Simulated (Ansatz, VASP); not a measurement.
SiC in VASP and in Ansatz

File INCAR:

```
SYSTEM = SiC
  ALGO = Normal
  EDIFF = 1E-6
  ENCUT = 520
  GGA = CA
  ISIF = 2
  ISMEAR = 0
  LASPH = .True.
  LCHARG = .False.
  LREAL = .False.
  LWAVE = .False.
  NBANDS = 16
  NELM = 60
  PREC = Accurate
  SIGMA = 0.01
```

KPOINTS

```
k-points
0
Gamma
  12 12 6
  0 0 0
```

File POSCAR:

```
SiC
1.0
    3.0753565471      0.0000000000      0.0000000000
   -1.5376782736      2.6633368955      0.0000000000
    0.0000000000      0.0000000000      5.0481095356
Si C
2 2
Direct
    0.3333333333      0.6666666667      0.0045919551
    0.6666666667      0.3333333333      0.5045919551
    0.3333333333      0.6666666667      0.3804080449
    0.6666666667      0.3333333333      0.8804080449
```

Input for Ansatz:

```yaml
crystal:
  lattice:
    - [3.0753565471, 0.0, 0.0]
    - [-1.5376782736, 2.6633368955, 0.0]
    - [0.0, 0.0, 5.0481095356]
  atoms:
    - { symbol: Si, position: [0.3333333333, 0.6666666667, 0.0045919551] }
    - { symbol: Si, position: [0.6666666667, 0.3333333333, 0.5045919551] }
    - { symbol: C, position: [0.3333333333, 0.6666666667, 0.3804080449] }
    - { symbol: C, position: [0.6666666667, 0.3333333333, 0.8804080449] }
kpoints:
  mp_grid: { grid: [12, 12, 6] }
  band_path:
    path:
      - [0.0, 0.0, 0.0]
      - [0.5, 0.0, 0.0]
      - [0.3333333333, 0.3333333333, 0.0]
      - [0.0, 0.0, 0.5]
      - [0.5, 0.0, 0.5]
      - [0.3333333333, 0.3333333333, 0.5]
    npoints: 1
hamiltonian:
  xc: lda
scf:
  occupations: { method: fixed }
  n_extra_bands: 5
output:
  forces: true
  stress: true
  eigenvalues: true
  write_density: true
  write_potential: true
  elf: true
  volumetric_format: npy
```

Alike in both runs: task single point; functional LDA; k mesh 12 × 12 × 6; no spin polarisation.

|  | VASP | Ansatz |
| --- | --- | --- |
| version | VASP 6.6.1 | Ansatz 0.2.0 |
| potentials or method | VASP PAW LDA potentials, release 64 (Si, C) | plane waves, PAW |
| plane-wave cutoff (eV) | 520 | 420 |
| occupations | gaussian, width 0.01 eV | fixed |
| valence electrons in the cell | 16 | 16 |

```tsv
	VASP	Ansatz	Ansatz less VASP
gap on the k mesh at the Fermi level (eV)	2.15	2.16	+0.015
pressure (GPa)	-3.8	-4.2	-0.38
```

LDA's correlation is that of Perdew and Zunger in VASP and of Perdew and Wang (1992) in Ansatz.
